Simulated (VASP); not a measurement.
The system is Si2Ge.

```xyz
6
Lattice="2.8984 0.0000 0.0000 -1.4492 2.5101 0.0000 0.0000 0.0000 13.6564" Properties=species:S:1:pos:R:3 pbc="T T T"
Si    0.0000    1.6734   10.2423
Si    0.0000    1.6734    5.6902
Si    1.4492    0.8367    3.4141
Si    1.4492    0.8367    7.9662
Ge    0.0000    1.6734    1.1380
Ge    1.4492    0.8367   12.5184
```

- Program: VASP 6.6.1
- Task: relaxation of cell and atoms
- Functional: PBE
- Potentials or basis: VASP PAW PBE potentials, release 64 (Si, Ge_d)
- Cutoff: 600 eV
- k mesh: 6 × 6 × 2
- Occupations: gaussian, width 0.1 eV
- Spin: no spin polarisation

At the start: pressure -0.5 GPa; volume 16.56 Å³/atom.

Q: Where does the relaxation end?

A: Over 24 steps the energy falls by 81.1 meV/atom and the volume is 16.72 Å³/atom (+1.0 %); space group P-3m1 (No. 164, to 0.05 Å).

Step by step:
```tsv
step	energy change (eV)	largest force (eV/Å)	pressure (GPa)	volume (Å³)
1	0.0000	0.5478	-0.47	99.35
2	-0.0779	0.5078	0.09	98.64
3	-0.2457	0.6090	1.64	96.29
4	-0.3279	0.4865	-0.40	98.55
5	-0.3732	0.2410	-3.23	102.99
6	-0.3765	0.2563	-2.69	101.98
7	-0.4127	0.2265	-1.60	101.07
8	-0.4173	0.1936	-1.05	100.65
9	-0.4295	0.1943	-0.43	99.62
10	-0.4350	0.1897	0.32	98.42
11	-0.4411	0.1704	0.24	98.45
12	-0.4531	0.2331	0.19	98.55
13	-0.4599	0.2384	0.11	98.76
14	-0.4726	0.2313	0.15	99.40
15	-0.4788	0.0807	-0.08	99.78
16	-0.4796	0.0812	-0.25	99.97
17	-0.4813	0.0859	0.19	99.62
18	-0.4820	0.0855	0.76	99.08
19	-0.4821	0.0875	0.56	99.24
20	-0.4829	0.0822	0.57	99.26
21	-0.4844	0.0518	0.67	99.32
22	-0.4856	0.0430	0.49	99.62
23	-0.4867	0.0433	-0.27	100.52
24	-0.4868	0.0397	-0.13	100.32
```

Final structure:
```cif
data_structure
_symmetry_space_group_name_H-M 'P 1'
_symmetry_Int_Tables_number 1
_cell_length_a 3.0348
_cell_length_b 3.0348
_cell_length_c 12.5780
_cell_angle_alpha 90.000
_cell_angle_beta 90.000
_cell_angle_gamma 120.000
_cell_volume 100.32
loop_
_atom_site_label
_atom_site_type_symbol
_atom_site_fract_x
_atom_site_fract_y
_atom_site_fract_z
_atom_site_occupancy
Si1 Si 0.33333 0.66667 0.72924 1
Si2 Si 0.33333 0.66667 0.42605 1
Si3 Si 0.66667 0.33333 0.27076 1
Si4 Si 0.66667 0.33333 0.57395 1
Ge1 Ge 0.33333 0.66667 0.10764 1
Ge2 Ge 0.66667 0.33333 0.89236 1
```

Caveat: the k points lie up to 0.40 Å⁻¹ apart in the final cell.
